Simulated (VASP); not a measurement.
# SiO2 (Fd-3m) in VASP: notebook

SiO2 is run at these levels: PBE, LDA; tasks: single point.

Everything below comes from runs of VASP 6.6.1. Logs are shortened: lines on timing, memory, paths and dates and some standing lists are left out, and cuts for length are marked.

### 1 The cell of the first run

The structure is cubic, space group Fd-3m (No. 227). The conventional cell has a = 7.458 Å, b = 7.458 Å, c = 7.458 Å, α = 90.00°, β = 90.00°, γ = 90.00°. Si (site symmetry -43m) has 4 O at 1.61 Å within 2.1 Å. Within 2.1 Å of O (site symmetry -3m) lie 2 Si at 1.61 Å.

### 2 Single point, PBE

INCAR reads:

```
PREC     = Accurate       # precision mode
ENCUT    = 520            # plane-wave cutoff, eV
EDIFF    = 1E-6           # SCF threshold, eV
ISMEAR   = 0              # smearing method
SIGMA    = 0.1            # smearing width, eV
LREAL    = False          # projectors in reciprocal space
LASPH    = True           # aspherical terms in the spheres
NELM     = 60             # most SCF steps
ALGO     = Normal         # electronic algorithm
ISIF     = 2              # what is computed and relaxed
LWAVE    = False          # write WAVECAR
LCHARG   = True           # write CHGCAR
GGA      = PE             # functional
LELF     = True           # ELF
LVHAR    = True         
NBANDS   = 25             # bands
```

KPOINTS reads:

```
regular mesh
0
Gamma
  6 6 6
```

POSCAR reads:

```
SiO2
1.0
    0.0000000000      3.7291996880      3.7291996880
    3.7291996880      0.0000000000      3.7291996880
    3.7291996880      3.7291996880      0.0000000000
Si O
2 4
Direct
    0.5000000000      0.5000000000      0.5000000000
    0.7500000000      0.7500000000      0.7500000000
    0.6250000000      0.6250000000      0.6250000000
    0.1250000000      0.6250000000      0.6250000000
    0.6250000000      0.6250000000      0.1250000000
    0.6250000000      0.1250000000      0.6250000000
```

Potentials or basis: VASP PAW PBE potentials, release 64 (Si, O).

Launch:

```console
> cat potpaw_PBE.64/Si/POTCAR potpaw_PBE.64/O/POTCAR > POTCAR
> mpirun -np 1 vasp_std > vasp.out
```

OUTCAR:

```text
PREC = Accurate
   ENCUT = 520
   EDIFF = 1E-6
   ISMEAR = 0
   LREAL = False
   LASPH = True
   NELM = 60
   ISIF = 2
   GGA = PE

 ion  position               nearest neighbor table
   1  0.500  0.500  0.500-   3 1.61   4 1.61   5 1.61   6 1.61
   2  0.750  0.750  0.750-   3 1.61   4 1.61   5 1.61   6 1.61
   3  0.625  0.625  0.625-   1 1.61   2 1.61
   4  0.125  0.625  0.625-   1 1.61   2 1.61
   5  0.625  0.625  0.125-   1 1.61   2 1.61
   6  0.625  0.125  0.625-   1 1.61   2 1.61

  LATTYP: Found a face centered cubic cell.
 ALAT       =     7.4583993760

  Lattice vectors:

 A1 = (   0.0000000000,   3.7291996880,   3.7291996880)
 A2 = (   3.7291996880,   0.0000000000,   3.7291996880)
 A3 = (   3.7291996880,   3.7291996880,   0.0000000000)

Analysis of symmetry for initial positions (statically):
=====================================================================
 Subroutine PRICEL returns:
 Original cell was already a primitive cell.

 Routine SETGRP: Setting up the symmetry group for a
 face centered cubic supercell.

 Subroutine GETGRP returns: Found 48 space group operations
 (whereof 24 operations were pure point group operations)
 out of a pool of 48 trial point group operations.

The static configuration has the point symmetry T_d .
 The point group associated with its full space group is O_h .

Analysis of symmetry for dynamics (positions and initial velocities):
=====================================================================
 Subroutine PRICEL returns:
 Original cell was already a primitive cell.

 Routine SETGRP: Setting up the symmetry group for a
 face centered cubic supercell.

 Subroutine GETGRP returns: Found 48 space group operations
 (whereof 24 operations were pure point group operations)
 out of a pool of 48 trial point group operations.

The dynamic configuration has the point symmetry T_d .
 The point group associated with its full space group is O_h .

 Subroutine INISYM returns: Found 48 space group operations
 (whereof 24 operations are pure point group operations),
 and found     1 'primitive' translations

----------------------------------------------------------------------------------------

                                     Primitive cell

  volume of cell :     103.7234

  direct lattice vectors                    reciprocal lattice vectors
     0.000000000  3.729199688  3.729199688    -0.134077025  0.134077025  0.134077025
     3.729199688  0.000000000  3.729199688     0.134077025 -0.134077025  0.134077025
     3.729199688  3.729199688  0.000000000     0.134077025  0.134077025 -0.134077025

  length of vectors
     5.273884776  5.273884776  5.273884776     0.232228220  0.232228220  0.232228220

  position of ions in fractional coordinates (direct lattice)
     0.500000000  0.500000000  0.500000000
     0.750000000  0.750000000  0.750000000
     0.625000000  0.625000000  0.625000000
     0.125000000  0.625000000  0.625000000
     0.625000000  0.625000000  0.125000000
     0.625000000  0.125000000  0.625000000

  ion indices of the primitive-cell ions
   primitive index   ion index
                 1           1
                 2           2
                 3           3
                 4           4
                 5           5
                 6           6

----------------------------------------------------------------------------------------

 KPOINTS: regular mesh

Automatic generation of k-mesh.
 Grid dimensions read from file:
 generate k-points for:    6    6    6

 Generating k-lattice:

  Cartesian coordinates                     Fractional coordinates (reciprocal lattice)
    -0.022346171  0.022346171  0.022346171     0.166666667  0.000000000  0.000000000
     0.022346171 -0.022346171  0.022346171     0.000000000  0.166666667  0.000000000
     0.022346171  0.022346171 -0.022346171     0.000000000  0.000000000  0.166666667

  Length of vectors
     0.038704703  0.038704703  0.038704703

  Shift w.r.t. Gamma in fractional coordinates (k-lattice)
     0.000000000  0.000000000  0.000000000

 Subroutine IBZKPT returns following result:
 ===========================================

 Found     16 irreducible k-points:

 Following reciprocal coordinates:
            Coordinates               Weight
  0.000000  0.000000  0.000000      1.000000
  0.166667  0.000000  0.000000      8.000000
  0.333333  0.000000  0.000000      8.000000
  0.500000  0.000000  0.000000      4.000000
  0.166667  0.166667  0.000000      6.000000
  0.333333  0.166667  0.000000     24.000000
[... 8 lines left out ...]
 -0.333333  0.333333  0.166667     24.000000
 -0.333333  0.500000  0.166667     12.000000
   k-points           NKPTS =     16   k-points in BZ     NKDIM =     16   number of bands    NBANDS=     25
   number of dos      NEDOS =    301   number of ions     NIONS =      6
   total plane-waves  NPLWV =  64000
   dimension x,y,z NGX =    40 NGY =   40 NGZ =   40
   dimension x,y,z NGXF=    80 NGYF=   80 NGZF=   80
   ions per type =               2   4
   NGX,Y,Z   is equivalent  to a cutoff of  12.61, 12.61, 12.61 a.u.
   NGXF,Y,Z  is equivalent  to a cutoff of  25.22, 25.22, 25.22 a.u.
 SYSTEM =  unknown system
   PREC   = accura    normal or accurate (medium, high low for compatibility)
   ISTART =      0    job   : 0-new  1-cont  2-samecut
   ICHARG =      2    charge: 1-file 2-atom 10-const
   ISPIN  =      1    spin polarized calculation?
   LNONCOLLINEAR =      F non collinear calculations
   LSORBIT =      F    spin-orbit coupling
   LASPH  =      T    aspherical Exc in radial PAW
   ENCUT  =  520.0 eV  38.22 Ry    6.18 a.u.   9.81  9.81  9.81*2*pi/ulx,y,z
   NELM   =     60;   NELMIN=  2; NELMDL= -5     # of ELM steps
   EDIFF  = 0.1E-05   stopping-criterion for ELM
   LREAL  =      F    real-space projection
   EDIFFG = 0.1E-04   stopping-criterion for IOM
   NSW    =      0    number of steps for IOM
   IBRION =     -1    ionic relax: 0-MD 1-quasi-New 2-CG
   NFREE  =      0    steps in history (QN), initial steepest desc. (CG)
   ISIF   =      2    stress and relaxation
   ISYM   =      2    0-nonsym 1-usesym 2-fastsym
   POTIM  = 0.5000    time-step for ionic-motion
   TEBEG  =    0.0;   TEEND  =   0.0 temperature during run
   PSTRESS=    0.0 pullay stress
   NELECT =      32.0000    total number of electrons
   NUPDOWN=      -1.0000    fix difference up-down
   EMIN   =  10.00;   EMAX   =-10.00  energy-range for DOS
   EFERMI =   0.00;   METHOD = LEGACY
   ISMEAR =     0;   SIGMA  =   0.10  broadening in eV -4-tet -1-fermi 0-gaus
   EFERMI_NEDOS =   21; number of points for ismear=-14 and -15
   IALGO  =     38    algorithm
   IMIX   =      4    mixing-type and parameters
     AMIX     =   0.40;   BMIX     =  1.00
     AMIX_MAG =   1.60;   BMIX_MAG =  1.00
  volume/ion in A,a.u.               =      17.29       116.66
  Fermi-wavevector in a.u.,A,eV,Ry     =   1.106197  2.090409 16.649069  1.223672
  Thomas-Fermi vector in A             =   2.242695
   LORBIT       =      0    0 simple, 1 ext, 2 COOP (PROOUT), +10 PAW based schemes
   GGA     = PE    functional components
   LHFCALC =     F    Hartree Fock is set to
   AEXX    =    0.0000 exact exchange contribution
   IVDW    =     0    specifies the selected vdW correction
   LEPSILON=     F    determine dielectric tensor
   LRPA    =     F    only Hartree local field effects (RPA)
 non-spin polarized calculation
 Gauss-broadening in eV      SIGMA  =   0.10
  energy-cutoff  :      520.00
  volume of cell :      103.72
 maximum number of plane-waves:      2806
   NGX = 19   NGY = 19   NGZ = 19

 number of electron      32.0000006 magnetization

 Free energy of the ion-electron system (eV)
  ---------------------------------------------------
  ext. energy  EPLUGINS =         0.00000000
  ---------------------------------------------------
  free energy    TOTEN  =       -47.41924565 eV

  energy without entropy =      -47.41924565  energy(sigma->0) =      -47.41924565

 E-fermi :  -0.4682     XC(G=0):  -7.4163

 val. band max:       -0.9808786575   @ k =   0.5000   0.0000   0.0000
 cond. band min:       4.3928449889   @ k =   0.0000   0.0000   0.0000
 fundamental gap:      5.3737236464
 Fermi energy:        -0.4681993763

 k-point     1 :       0.0000    0.0000    0.0000
  band No.  band energies     occupation
      1     -20.3228      2.00000
      2     -18.3447      2.00000
      3     -18.3447      2.00000
      4     -18.3447      2.00000
      5     -11.0254      2.00000
      6      -6.8974      2.00000
[... 17 lines left out ...]
     24      10.9774      0.00000
     25      11.7835      0.00000

 k-point     2 :       0.1667    0.0000    0.0000
  band No.  band energies     occupation
      1     -20.2483      2.00000
      2     -18.4837      2.00000
      3     -18.3472      2.00000
      4     -18.3472      2.00000
      5     -10.7876      2.00000
      6      -7.0117      2.00000
[... 17 lines left out ...]
     24      11.0571      0.00000
     25      12.3154      0.00000

 k-point     3 :       0.3333    0.0000    0.0000
  band No.  band energies     occupation
      1     -20.0596      2.00000
      2     -18.7939      2.00000
      3     -18.3520      2.00000
      4     -18.3520      2.00000
      5     -10.2430      2.00000
      6      -7.3205      2.00000
[... 328 lines left out ...]
 k-point    15 :      -0.3333    0.3333    0.1667
  band No.  band energies     occupation
      1     -19.7131      2.00000
      2     -19.2426      2.00000
      3     -18.3657      2.00000
      4     -18.3608      2.00000
      5      -9.3337      2.00000
      6      -8.2127      2.00000
[... 17 lines left out ...]
     24      11.0679      0.00000
     25      11.4529      0.00000

 k-point    16 :      -0.3333    0.5000    0.1667
  band No.  band energies     occupation
      1     -19.4859      2.00000
      2     -19.4859      2.00000
      3     -18.3654      2.00000
      4     -18.3653      2.00000
      5      -8.7794      2.00000
      6      -8.7794      2.00000
[... 17 lines left out ...]
     24      11.0307      0.00000
     25      11.5777      0.00000

------------------------ aborting loop because EDIFF is reached ----------------------------------------

  FORCE on cell =-STRESS in cart. coord.  units (eV):
  Direction    XX          YY          ZZ          XY          YZ          ZX
  --------------------------------------------------------------------------------------
  -------------------------------------------------------------------------------------
  Total        0.1032126      0.1032126      0.1032126      0.0000000      0.0000000     -0.0000000
  in kB        1.5942873      1.5942873      1.5942873      0.0000000      0.0000000     -0.0000000
  external PRESSURE =       1.5942873 kB  Pullay stress =       0.0000000 kB

 VOLUME and BASIS-vectors are now :
 -----------------------------------------------------------------------------
  energy-cutoff  :      520.00
  volume of cell :      103.72
      direct lattice vectors                 reciprocal lattice vectors
     0.000000000  3.729199688  3.729199688    -0.134077025  0.134077025  0.134077025
     3.729199688  0.000000000  3.729199688     0.134077025 -0.134077025  0.134077025
     3.729199688  3.729199688  0.000000000     0.134077025  0.134077025 -0.134077025

 POSITION                                       TOTAL-FORCE (eV/Angst)
 -----------------------------------------------------------------------------------
      3.72920      3.72920      3.72920        -0.000000     -0.000000     -0.000000
      5.59380      5.59380      5.59380         0.000000      0.000000      0.000000
      4.66150      4.66150      4.66150        -0.000000      0.000000      0.000000
      4.66150      2.79690      2.79690        -0.000000      0.000000      0.000000
      2.79690      2.79690      4.66150        -0.000000      0.000000      0.000000
      2.79690      4.66150      2.79690        -0.000000      0.000000      0.000000
 -----------------------------------------------------------------------------------
    total drift:                                0.000000      0.000000      0.000000

  FREE ENERGIE OF THE ION-ELECTRON SYSTEM (eV)
  ---------------------------------------------------
  free  energy   TOTEN  =       -47.4192456463 eV

  energy  without entropy=      -47.4192456463  energy(sigma->0) =      -47.41924565
```

Wall time 19 s (1 thread of Intel Xeon 6975P-C (Granite Rapids), shared host); peak memory 0.23 GiB.

Results:

* Free energy: -47.4192 eV
* Pressure: 0.2 GPa
* Band gap on the k mesh: 5.37 eV (least direct gap 5.38 eV)

Levels at points of the mesh, in eV from the valence-band top:
| k point | band 14 | band 15 | band 16 | band 17 | band 18 | band 19 |
| --- | --- | --- | --- | --- | --- | --- |
| (0.00, 0.00, 0.00) | -0.01 | -0.01 | -0.01 | 5.37 | 8.54 | 8.62 |
| (0.50, 0.00, 0.00) | -0.97 | -0.97 | 0.00 | 7.47 | 8.07 | 8.53 |
| (0.50, 0.50, 0.00) | -1.39 | -0.65 | -0.65 | 8.24 | 8.24 | 10.31 |

### 3 Single point, PBE

INCAR reads:

```
SYSTEM = SiO2
  PREC = Accurate
  ENCUT = 520
  EDIFF = 1E-6
  ISMEAR = 0
  SIGMA = 0.02
  LREAL = .False.
  LASPH = .True.
  NELM = 60
  ALGO = Normal
  ISIF = 2
  LWAVE = .False.
  LCHARG = .False.
  GGA = PE
  NBANDS = 25
```

KPOINTS reads:

```
Automatic mesh
0
Gamma
  6 6 6
  0 0 0
```

POSCAR, as its differences from that of step 2:

```diff
@@ -2,5 +2,5 @@
 1.0
-    0.0000000000      3.7291996880      3.7291996880
-    3.7291996880      0.0000000000      3.7291996880
-    3.7291996880      3.7291996880      0.0000000000
+    0.0000000000      3.7303723276      3.7303723276
+    3.7303723276      0.0000000000      3.7303723276
+    3.7303723276      3.7303723276      0.0000000000
 Si O
```

Potentials or basis: VASP PAW PBE potentials, release 64 (Si, O).

Launch:

```console
> cat potpaw_PBE.64/Si/POTCAR potpaw_PBE.64/O/POTCAR > POTCAR
> mpirun -np 1 vasp_std > vasp.out
```

Wall time 22 s (1 thread of Intel Xeon 6975P-C (Granite Rapids), shared host); peak memory 0.23 GiB.

Results (log left out):

```yaml
Free_energy: -47.4193 eV
Pressure: 0.0 GPa
Band_gap_on_the_k_mesh: 5.37 eV (least direct gap 5.38 eV)
```

Levels at points of the mesh, in eV from the valence-band top:
```
           k point  band 13  band 14  band 15  band 16  band 17  band 18  band 19  band 20
(0.00, 0.00, 0.00)    -2.02    -0.01    -0.01    -0.01     5.37     8.53     8.61     8.61
(0.50, 0.00, 0.00)    -1.94    -0.97    -0.97     0.00     7.46     8.07     8.53    10.18
(0.50, 0.50, 0.00)    -1.39    -1.39    -0.65    -0.65     8.23     8.23    10.30    10.30
```

A k mesh can miss the band edges.

### 4 Single point, PBE

INCAR reads:

```
PREC = Accurate
ENCUT = 520
EDIFF = 1E-7
ISMEAR = 0
SIGMA = 0.02
LREAL = F
LASPH = T
NELM = 80
ALGO = Normal
ISIF = 2
LWAVE = F
LCHARG = T
GGA = PE
LELF = T
LVHAR = T
NBANDS = 25
```

KPOINTS reads:

```
regular mesh
0
Gamma
  6 6 6
```

POSCAR is that of step 3.

Launch:

```console
> cat potpaw_PBE.64/Si/POTCAR potpaw_PBE.64/O/POTCAR > POTCAR
> mpirun -np 1 vasp_std > vasp.out
```

Run time: 24 s. Hardware: 1 thread of Intel Xeon 6975P-C (Granite Rapids), shared host; peak memory 0.23 GiB.

The run converged. Its results:

```yaml
Free_energy: -47.4193 eV
Pressure: 0.0 GPa
Band_gap_on_the_k_mesh: 5.37 eV (least direct gap 5.38 eV)
```

Levels at points of the mesh, in eV from the valence-band top:
```
           k point  band 14  band 15  band 16  band 17  band 18  band 19
(0.00, 0.00, 0.00)    -0.01    -0.01    -0.01     5.37     8.53     8.61
(0.50, 0.00, 0.00)    -0.97    -0.97     0.00     7.46     8.07     8.53
(0.50, 0.50, 0.00)    -1.39    -0.65    -0.65     8.23     8.23    10.30
```

A k mesh can miss the band edges. A hybrid or GW would open this gap; PBE tends to underestimate it.

### 5 Single point, LDA

INCAR reads:

```
SYSTEM = SiO2
ALGO = Normal ; EDIFF = 1E-6
ENCUT = 520 ; ISIF = 2
ISMEAR = 0 ; LASPH = .TRUE.
LCHARG = .FALSE. ; LREAL = .FALSE.
LWAVE = .FALSE. ; NBANDS = 25
NELM = 100 ; PREC = Accurate
SIGMA = 0.02
```

KPOINTS reads:

```
k-points
0
G
  6 6 6
  0 0 0
```

POSCAR is that of step 4.

Potentials or basis: VASP PAW LDA potentials, release 64 (Si, O).

Launch:

```console
> cat potpaw_LDA.64/Si/POTCAR potpaw_LDA.64/O/POTCAR > POTCAR
> mpirun -np 1 vasp_std > vasp.out
```

Wall time 21 s (1 thread of Intel Xeon 6975P-C (Granite Rapids), shared host); peak memory 0.19 GiB.

It converged, with:

```yaml
Free_energy: -51.7653 eV
Pressure: -4.5 GPa
Band_gap_on_the_k_mesh: 5.23 eV (least direct gap 5.23 eV)
```

Levels at points of the mesh, in eV from the valence-band top:
```
           k point  band 12  band 13  band 14  band 15  band 16  band 17  band 18  band 19  band 20  band 21
(0.00, 0.00, 0.00)    -2.06    -2.06    -0.01    -0.01    -0.01     5.23     8.37     8.37     8.37     8.37
(0.50, 0.00, 0.00)    -1.98    -1.98    -0.99    -0.99     0.00     7.33     7.88     8.28     9.95     9.95
(0.50, 0.50, 0.00)    -2.47    -1.41    -1.41    -0.66    -0.66     8.05     8.05    10.13    10.13    10.73
```

Caveat: the cell stands under tension.

### 6 Summary

| level | potentials or basis | cell | smearing | gap on the mesh (eV) | pressure (GPa) |
| --- | --- | --- | --- | --- | --- |
| PBE | VASP PAW PBE potentials, release 64 (Si, O) | a = 5.274 Å, angles 60.0°, 6 atoms | gaussian 0.1 eV | 5.37 | 0.2 |
| PBE | VASP PAW PBE potentials, release 64 (Si, O) | a = 5.276 Å, angles 60.0°, 6 atoms | gaussian 0.02 eV | 5.37 | 0.0 |
| LDA | VASP PAW LDA potentials, release 64 (Si, O) | a = 5.276 Å, angles 60.0°, 6 atoms | gaussian 0.02 eV | 5.23 | -4.5 |

Alike in all rows: task single point; no spin polarisation; k mesh 6 × 6 × 6; cutoff (eV) 520.

Caveats: the cell stands under tension (at least some runs).

Total energies depend on the potentials used, so only differences within one code and one set of settings carry meaning.
